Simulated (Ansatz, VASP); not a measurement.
**Two plane-wave programs on HfO2**

File INCAR:

```
PREC = Accurate ; ENCUT = 600
EDIFF = 1E-6 ; ISMEAR = 1
SIGMA = 0.05 ; LREAL = F
LASPH = T ; NELM = 120
ALGO = Normal ; ISIF = 2
LWAVE = F ; LCHARG = F
GGA = PE ; NBANDS = 18
GGA_COMPAT = F
```

KPOINTS

```
Automatic mesh
0
Gamma
  6 6 6
```

POSCAR

```
HfO2
1.0
    0.0000000000      2.5291823194      2.5291823194
    2.5291823194      0.0000000000      2.5291823194
    2.5291823194      2.5291823194      0.0000000000
Hf O
1 2
Direct
    0.0000000000      0.0000000000      0.0000000000
    0.2500000000      0.2500000000      0.2500000000
    0.7500000000      0.7500000000      0.7500000000
```

Input for Ansatz:

```yaml
crystal:
  lattice:
    - [0.0, 2.5291823194, 2.5291823194]
    - [2.5291823194, 0.0, 2.5291823194]
    - [2.5291823194, 2.5291823194, 0.0]
  atoms:
    - { symbol: Hf, position: [0.0, 0.0, 0.0] }
    - { symbol: O, position: [0.25, 0.25, 0.25] }
    - { symbol: O, position: [0.75, 0.75, 0.75] }
kpoints:
  mp_grid: { grid: [6, 6, 6] }
hamiltonian:
  xc: pbe
scf:
  occupations: { method: methfessel_paxton, width: 0.05 }
  n_extra_bands: 4
output:
  forces: true
  stress: true
  eigenvalues: true
```

Alike in both runs: task single point; functional PBE; k mesh 6 × 6 × 6; occupations methfessel-paxton of order 1, width 0.05 eV; no spin polarisation.

```csv
,VASP,Ansatz
version,VASP 6.6.1,Ansatz 0.2.0
potentials or method,"VASP PAW PBE potentials, release 64 (Hf_pv, O)",plane waves
plane-wave cutoff (eV),600,420
valence electrons in the cell,22,38
```

|  | VASP | Ansatz | Ansatz less VASP |
| --- | --- | --- | --- |
| gap on the k mesh at the Fermi level (eV) | 3.82 | 3.80 | -0.019 |
| pressure (GPa) | 1.9 | 6.0 | +4.10 |

One of these differences is far larger than is usual between the two programs; its cause wasn't traced. The functional is the same, so the differences come from potentials, cutoffs and numerics. VASP's potentials hold 22 valence electrons a cell and Ansatz's 38, so a difference there can come from the potentials and not from the codes.

Neither program's run includes spin-orbit coupling.
